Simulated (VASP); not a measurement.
Here is a VASP 6.6.1 calculation.

Contents of INCAR:

```
PREC     = Accurate       # precision mode
ENCUT    = 520            # plane-wave cutoff, eV
EDIFF    = 1E-6           # SCF threshold, eV
ISMEAR   = -1             # smearing method
SIGMA    = 0.1            # smearing width, eV
LREAL    = F              # projectors in reciprocal space
LASPH    = T              # aspherical terms in the spheres
NELM     = 80             # most SCF steps
ALGO     = Normal         # electronic algorithm
ISIF     = 2              # what is computed and relaxed
LWAVE    = F              # write WAVECAR
LCHARG   = F              # write CHGCAR
GGA      = RE             # functional
NBANDS   = 10             # bands
```

Contents of KPOINTS:

```
regular mesh
0
Gamma
  9 9 9
```

File POSCAR:

```
Rb
1.0
    0.0000000000      3.6804735160      3.6804735160
    3.6804735160      0.0000000000      3.6804735160
    3.6804735160      3.6804735160      0.0000000000
Rb
1
Direct
    0.0000000000      0.0000000000      0.0000000000
```

Potentials or basis: VASP PAW PBE potentials, release 64 (Rb_sv).

Launch:

```console
$ cat potpaw_PBE.64/Rb_sv/POTCAR > POTCAR
$ mpirun -np 1 vasp_std > vasp.out
```

(1) Predict the band gap on the k mesh.

(2) What does it give for the pressure?

Results:

(1) zero (an odd number of electrons rules out a gap without spin polarisation).

(2) 0.0 GPa.

Caveat: the PAW data sets were made with another functional, which shifts forces and pressure a little.
